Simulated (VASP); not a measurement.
# BP (F-43m) in VASP: notebook, part 3 of 3

VASP 6.6.1. The steps go on from the part before.

## (5) Relaxation of cell and atoms, PBEsol, target pressure 30 GPa, at which the enthalpy is minimised

Input file INCAR:

```
SYSTEM = BP
  PREC = Accurate
  ENCUT = 600
  EDIFF = 1E-7
  ISMEAR = -1
  SIGMA = 0.05
  LREAL = .False.
  LASPH = .True.
  NELM = 60
  ALGO = Normal
  ISIF = 3
  LWAVE = .False.
  LCHARG = .False.
  GGA = PS
  IBRION = 2
  NSW = 60
  EDIFFG = -0.01
  PSTRESS = 300.0
```

Input file KPOINTS:

```
Automatic mesh
0
Gamma
  10 10 10
  0 0 0
```

Input file POSCAR:

```
BP
1.0
    0.0000000000      2.2690000000      2.2690000000
    2.2690000000      0.0000000000      2.2690000000
    2.2690000000      2.2690000000      0.0000000000
P B
1 1
Direct
    0.7500000000      0.7500000000      0.7500000000
    0.0000000000      0.0000000000      0.0000000000
```

Potentials or basis: VASP PAW PBE potentials, release 64 (P, B).

Run with:

```console
$ cat potpaw_PBE.64/P/POTCAR potpaw_PBE.64/B/POTCAR > POTCAR
$ mpirun -np 1 vasp_std > vasp.out
```

OUTCAR:

```text
SYSTEM = BP
   PREC = Accurate
   ENCUT = 600
   EDIFF = 1E-7
   ISMEAR = -1
   LREAL = .False.
   LASPH = .True.
   NELM = 60
   ISIF = 3
   GGA = PS
   IBRION = 2
   NSW = 60
   EDIFFG = -0.01
   PSTRESS = 300.0

 ion  position               nearest neighbor table
   1  0.750  0.750  0.750-   2 1.97   2 1.97   2 1.97   2 1.97
   2  0.000  0.000  0.000-   1 1.97   1 1.97   1 1.97   1 1.97

  LATTYP: Found a face centered cubic cell.
 ALAT       =     4.5380000000

  Lattice vectors:

 A1 = (   0.0000000000,   2.2690000000,   2.2690000000)
 A2 = (   2.2690000000,   0.0000000000,   2.2690000000)
 A3 = (   2.2690000000,   2.2690000000,   0.0000000000)

Analysis of symmetry for initial positions (statically):
=====================================================================
 Subroutine PRICEL returns:
 Original cell was already a primitive cell.

[... 213 lines left out ...]
 cond. band min:      12.5753974585   @ k =   0.5000   0.5000   0.0000
 fundamental gap:      0.4672076994
 Fermi energy:        12.3417737728

 k-point     1 :       0.0000    0.0000    0.0000
  band No.  band energies     occupation
      1      -6.8646      2.00000
      2      12.1082      1.98146
      3      12.1082      1.98146
      4      12.1082      1.98146
      5      16.3876      0.00000
      6      16.3876      0.00000
      7      16.3876      0.00000
      8      24.9752      0.00000
[... 442 lines left out ...]
--------------------------------------- Ionic step        7  -------------------------------------------

 number of electron       8.0000000 magnetization

 Free energy of the ion-electron system (eV)
  ---------------------------------------------------
  ext. energy  EPLUGINS =         0.00000000
  ---------------------------------------------------
  free energy    TOTEN  =       -13.42630863 eV

  energy without entropy =      -13.42630761  energy(sigma->0) =      -13.42630812

 E-fermi :   9.6835     XC(G=0): -11.6809

 val. band max:        9.2464375386   @ k =   0.0000   0.0000   0.0000
 cond. band min:      10.1662656719   @ k =   0.5000   0.5000   0.0000
 fundamental gap:      0.9198281333
 Fermi energy:         9.6834830068

 k-point     1 :       0.0000    0.0000    0.0000
  band No.  band energies     occupation
      1      -7.6325      2.00000
      2       9.2464      1.99968
      3       9.2464      1.99968
      4       9.2464      1.99968
      5      12.8760      0.00000
      6      12.8760      0.00000
      7      12.8760      0.00000
      8      18.9207      0.00000
[... 286 lines left out ...]
  energy  without entropy=      -13.4263076136  energy(sigma->0) =      -13.42630812

  enthalpy is  TOTEN    =        -9.6551066407 eV   P V=        3.7712019937

 reached required accuracy - stopping structural energy minimisation
```

OSZICAR:

```text
N       E                     dE             d eps       ncg     rms          rms(c)
DAV:   1     0.134296913575E+02    0.13430E+02   -0.44649E+03   752   0.100E+03
DAV:   2    -0.140756106986E+02   -0.27505E+02   -0.26596E+02  1176   0.121E+02
DAV:   3    -0.143816920711E+02   -0.30608E+00   -0.30608E+00   904   0.169E+01
[... 59 lines left out ...]
       N       E                     dE             d eps       ncg     rms          rms(c)
DAV:   1    -0.134263482911E+02    0.80972E-02   -0.13456E-03   800   0.305E-01    0.485E-02
DAV:   2    -0.134263173085E+02    0.30983E-04   -0.55840E-05  1016   0.513E-02    0.264E-02
DAV:   3    -0.134263086985E+02    0.86100E-05   -0.21406E-05   824   0.269E-02    0.737E-03
DAV:   4    -0.134263086344E+02    0.64086E-07   -0.47709E-07   960   0.568E-03
   7 F= -.96551066E+01 E0= -.96551061E+01  d E =-.526212E-04
```

CONTCAR:

```text
BP
   1.00000000000000
    -0.0000000000000000    2.1594660246906621    2.1594660246906621
     2.1594660246906621    0.0000000000000000    2.1594660246906621
     2.1594660246906621    2.1594660246906621   -0.0000000000000000
  P               B
     1     1
Direct
     0.7500000000000000    0.7500000000000000    0.7500000000000000
     0.0000000000000000    0.0000000000000000    0.0000000000000000

  0.00000000E+00  0.00000000E+00  0.00000000E+00
  0.00000000E+00  0.00000000E+00  0.00000000E+00
```

It took 52 s on 1 thread of Intel Xeon Platinum 8259CL at 2.50GHz (Skylake/Cascade Lake), shared host; peak memory 0.16 GiB.

Results:

```
Free energy                                            : -13.4263 eV
Relaxed volume                                         : 10.07 Å³/atom
Relaxed cell                                           : a = 3.054 Å, b = 3.054 Å, c = 3.054 Å, α = 60.00°, β = 60.00°, γ = 60.00°
Space group after relaxing (to 0.05 Å)                 : F-43m (No. 216)
Energy change on relaxing (the enthalpy is what falls) : +123.8 meV/atom
Ionic steps                                            : 7
Pressure after relaxing                                : 30.0 GPa
Band gap on the k mesh                                 : 0.92 eV, indirect (least direct gap 3.63 eV)
```

Step by step:
```
step  energy change (eV)  largest force (eV/Å)  pressure (GPa)  volume (Å³)
   1              0.0000                0.0000           -1.85        23.36
   2              1.7690                0.0000          109.93        16.36
   3              0.2178                0.0000           27.80        20.31
   4              0.2427                0.0000           29.66        20.17
   5              0.2542                0.0000           30.49        20.11
   6              0.2394                0.0000           29.41        20.18
   7              0.2475                0.0000           30.00        20.14
```

Final structure:
```
P B
1.0
     0.00000    2.15947    2.15947
     2.15947    0.00000    2.15947
     2.15947    2.15947    0.00000
P B
1 1
Direct
  0.75000 0.75000 0.75000
  0.00000 0.00000 0.00000
```

Caveat: the cell is relaxed towards a set pressure, so the enthalpy falls and the energy may rise; the PAW data sets were made with another functional, which shifts forces and pressure a little.

## (6) Single point, PBE-based screened hybrid

POSCAR is that of step 5.

Input file INCAR.step1:

```
SYSTEM = BP
PREC = Accurate
ENCUT = 520
EDIFF = 1E-5
ISMEAR = -1
SIGMA = 0.05
LREAL = .FALSE.
LASPH = .TRUE.
NELM = 100
ALGO = Normal
ISIF = 2
LWAVE = .TRUE.
LCHARG = .FALSE.
GGA = PE
NBANDS = 11
```

Input file INCAR.step2:

```
SYSTEM = BP
PREC = Accurate
ENCUT = 520
EDIFF = 1E-7
ISMEAR = -1
SIGMA = 0.05
LREAL = .FALSE.
LASPH = .TRUE.
NELM = 100
ALGO = Normal
ISIF = 2
LWAVE = .FALSE.
LCHARG = .FALSE.
GGA = PE
LHFCALC = .TRUE.
AEXX = 0.1
HFSCREEN = 0.2078699
PRECFOCK = Normal
ISTART = 1
NBANDS = 11
```

Input file KPOINTS:

```
Automatic mesh
0
G
  6 6 6
  0 0 0
```

Potentials or basis: VASP PAW PBE potentials, release 64 (P, B).

Run with:

```console
$ cat potpaw_PBE.64/P/POTCAR potpaw_PBE.64/B/POTCAR > POTCAR
$ cp INCAR.step1 INCAR
$ mpirun -np 1 vasp_std > vasp.out
$ cp INCAR.step2 INCAR
$ mpirun -np 1 vasp_std > vasp.out
```

OUTCAR:

```text
SYSTEM = BP
   PREC = Accurate
   ENCUT = 520
   EDIFF = 1E-7
   ISMEAR = -1
   LREAL = .FALSE.
   LASPH = .TRUE.
   NELM = 100
   ISIF = 2
   GGA = PE
   LHFCALC = .TRUE.
   AEXX = 0.1
   HFSCREEN = 0.2078699
   PRECFOCK = Normal
   ISTART = 1

 ion  position               nearest neighbor table
   1  0.750  0.750  0.750-   2 1.97   2 1.97   2 1.97   2 1.97
   2  0.000  0.000  0.000-   1 1.97   1 1.97   1 1.97   1 1.97

  LATTYP: Found a face centered cubic cell.
 ALAT       =     4.5380000000

  Lattice vectors:

 A1 = (   0.0000000000,   2.2690000000,   2.2690000000)
 A2 = (   2.2690000000,   0.0000000000,   2.2690000000)
 A3 = (   2.2690000000,   2.2690000000,   0.0000000000)

Analysis of symmetry for initial positions (statically):
=====================================================================
 Subroutine PRICEL returns:
 Original cell was already a primitive cell.

 Routine SETGRP: Setting up the symmetry group for a
 face centered cubic supercell.

 Subroutine GETGRP returns: Found 24 space group operations
 (whereof 24 operations were pure point group operations)
 out of a pool of 48 trial point group operations.

The static configuration has the point symmetry T_d .

Analysis of symmetry for dynamics (positions and initial velocities):
=====================================================================
 Subroutine PRICEL returns:
 Original cell was already a primitive cell.

 Routine SETGRP: Setting up the symmetry group for a
 face centered cubic supercell.

 Subroutine GETGRP returns: Found 24 space group operations
 (whereof 24 operations were pure point group operations)
 out of a pool of 48 trial point group operations.

The dynamic configuration has the point symmetry T_d .

 Subroutine INISYM returns: Found 24 space group operations
 (whereof 24 operations are pure point group operations),
[... 116 lines left out ...]
   NKREDX  =     1    reduce k-point grid by
   NKREDY  =     1    reduce k-point grid by
   NKREDZ  =     1    reduce k-point grid by
   AEXX    =    0.1000 exact exchange contribution
   HFSCREEN=    0.2079 screening length (either q_TF or 0.3 A-1)
   HFSCREENC=   0.2079 screening length for correlation (either q_TF or 0.3 A-1)
   ENCUTFOCK=  -1.0 apply spherical cutoff to Coloumb kernel
   IVDW    =     0    specifies the selected vdW correction
   LEPSILON=     F    determine dielectric tensor
   LRPA    =     F    only Hartree local field effects (RPA)
 non-spin polarized calculation
  energy-cutoff  :      520.00
  volume of cell :       23.36
 maximum number of plane-waves:       636
  NGX = 18; NGY = 18; NGZ = 18

 number of electron       8.0000000 magnetization

 Free energy of the ion-electron system (eV)
  ---------------------------------------------------
  ext. energy  EPLUGINS =         0.00000000
  ---------------------------------------------------
  free energy    TOTEN  =       -13.67106450 eV

  energy without entropy =      -13.67106449  energy(sigma->0) =      -13.67106449

 E-fermi :   8.0667     XC(G=0): -10.1455

 val. band max:        7.2726413995   @ k =   0.0000   0.0000   0.0000
 cond. band min:       8.8864224536   @ k =   0.5000   0.5000   0.0000
 fundamental gap:      1.6137810542
 Fermi energy:         8.0667204175

 k-point     1 :       0.0000    0.0000    0.0000
  band No.  band energies     occupation
      1      -8.8488      2.00000
      2       7.2726      2.00000
      3       7.2726      2.00000
      4       7.2726      2.00000
      5      11.0364      0.00000
      6      11.0364      0.00000
      7      11.0364      0.00000
      8      15.1644      0.00000
      9      19.2124      0.00000
     10      19.9220      0.00000
     11      19.9220      0.00000
[... 197 lines left out ...]
 k-point    16 :      -0.3333    0.5000    0.1667
  band No.  band energies     occupation
      1      -3.5712      2.00000
      2      -1.3414      2.00000
      3       1.7714      2.00000
      4       1.9001      2.00000
      5      11.4594      0.00000
      6      12.0887      0.00000
      7      16.9496      0.00000
      8      17.6060      0.00000
      9      20.8552      0.00000
     10      24.1376      0.00000
     11      24.4195      0.00000

------------------------ aborting loop because EDIFF is reached ----------------------------------------

  FORCE on cell =-STRESS in cart. coord.  units (eV):
  Direction    XX          YY          ZZ          XY          YZ          ZX
  --------------------------------------------------------------------------------------
  -------------------------------------------------------------------------------------
  Total       -0.0325112     -0.0325112     -0.0325112      0.0000000      0.0000000      0.0000000
  in kB       -2.2295148     -2.2295148     -2.2295148      0.0000000      0.0000000      0.0000000
  external PRESSURE =      -2.2295148 kB  Pullay stress =       0.0000000 kB

 VOLUME and BASIS-vectors are now :
 -----------------------------------------------------------------------------
  energy-cutoff  :      520.00
  volume of cell :       23.36
      direct lattice vectors                 reciprocal lattice vectors
     0.000000000  2.269000000  2.269000000    -0.220361393  0.220361393  0.220361393
     2.269000000  0.000000000  2.269000000     0.220361393 -0.220361393  0.220361393
     2.269000000  2.269000000  0.000000000     0.220361393  0.220361393 -0.220361393

 POSITION                                       TOTAL-FORCE (eV/Angst)
 -----------------------------------------------------------------------------------
      3.40350      3.40350      3.40350         0.000000      0.000000      0.000000
      0.00000      0.00000      0.00000        -0.000000     -0.000000     -0.000000
 -----------------------------------------------------------------------------------
    total drift:                               -0.000000      0.000000     -0.000000

  FREE ENERGIE OF THE ION-ELECTRON SYSTEM (eV)
  ---------------------------------------------------
  free  energy   TOTEN  =       -13.6710644958 eV

  energy  without entropy=      -13.6710644897  energy(sigma->0) =      -13.67106449
```

OSZICAR.step1:

```text
N       E                     dE             d eps       ncg     rms          rms(c)
DAV:   1     0.936059199158E+01    0.93606E+01   -0.38982E+03   352   0.645E+02
DAV:   2    -0.130267217851E+02   -0.22387E+02   -0.21627E+02   476   0.111E+02
DAV:   3    -0.136237992929E+02   -0.59708E+00   -0.59534E+00   445   0.152E+01
DAV:   4    -0.136262470578E+02   -0.24478E-02   -0.24476E-02   399   0.117E+00
DAV:   5    -0.136262595085E+02   -0.12451E-04   -0.12451E-04   441   0.842E-02    0.721E+00
DAV:   6    -0.130126053758E+02    0.61365E+00   -0.13961E+00   403   0.511E+00    0.388E+00
DAV:   7    -0.129206993329E+02    0.91906E-01   -0.23331E-01   436   0.241E+00    0.133E+00
DAV:   8    -0.129127808852E+02    0.79184E-02   -0.27114E-02   414   0.941E-01    0.193E-01
DAV:   9    -0.129131109178E+02   -0.33003E-03   -0.72151E-04   403   0.181E-01    0.125E-01
DAV:  10    -0.129133144649E+02   -0.20355E-03   -0.24830E-04   407   0.995E-02    0.278E-02
DAV:  11    -0.129133257694E+02   -0.11305E-04   -0.13066E-05   418   0.232E-02    0.340E-02
DAV:  12    -0.129133267710E+02   -0.10017E-05   -0.47587E-06   203   0.108E-02
   1 F= -.12913327E+02 E0= -.12913327E+02  d E =-.898581E-07
```

Run time: 5.8 min. Hardware: 1 thread of Intel Xeon Platinum 8259CL at 2.50GHz (Skylake/Cascade Lake), shared host; peak memory 0.24 GiB.

Results:

* Free energy: -13.6711 eV
* Pressure: -0.2 GPa
* Band gap on the k mesh: 1.61 eV, indirect (least direct gap 3.76 eV)

Levels at points of the mesh, in eV from the valence-band top:
| k point | band 1 | band 2 | band 3 | band 4 | band 5 | band 6 | band 7 | band 8 |
| --- | --- | --- | --- | --- | --- | --- | --- | --- |
| (0.00, 0.00, 0.00) | -16.12 | 0.00 | 0.00 | 0.00 | 3.76 | 3.76 | 3.76 | 7.89 |
| (0.50, 0.00, 0.00) | -12.66 | -9.43 | -1.83 | -1.83 | 4.16 | 5.11 | 5.11 | 10.62 |
| (0.50, 0.50, 0.00) | -11.05 | -8.98 | -4.28 | -4.28 | 1.61 | 1.95 | 12.80 | 12.80 |

Caveat: the PAW data sets were made with another functional, which shifts forces and pressure a little. A k mesh can miss the band edges.

## (7) The runs side by side

```tsv
task	level	cell	k mesh	cutoff (eV)	grid for exact exchange (PRECFOCK)	share of exact exchange	screening parameter	gap on the mesh (eV)	pressure (GPa)
relaxation of cell and atoms	PBEsol	relaxed to 5 GPa	10 × 10 × 10	600	-	-	-	1.08	5.0
relaxation of cell and atoms	PBEsol	relaxed to 10 GPa	10 × 10 × 10	600	-	-	-	1.05	9.9
relaxation of cell and atoms	PBEsol	relaxed to 20 GPa	10 × 10 × 10	600	-	-	-	0.99	19.9
relaxation of cell and atoms	PBEsol	relaxed to 30 GPa	10 × 10 × 10	600	-	-	-	0.92	30.0
single point	PBE-based screened hybrid	as given	6 × 6 × 6	520	Normal	0.1	0.20787 1/Å	1.61	-0.2
```

Alike in all rows: potentials or basis VASP PAW PBE potentials, release 64 (P, B); no spin polarisation; smearing fermi-dirac 0.05 eV.

Caveats: the PAW data sets were made with another functional, which shifts forces and pressure a little; the cell is relaxed towards a set pressure, so the enthalpy falls and the energy may rise (some runs).

Absolute energies hang on the potentials; compare differences alone.
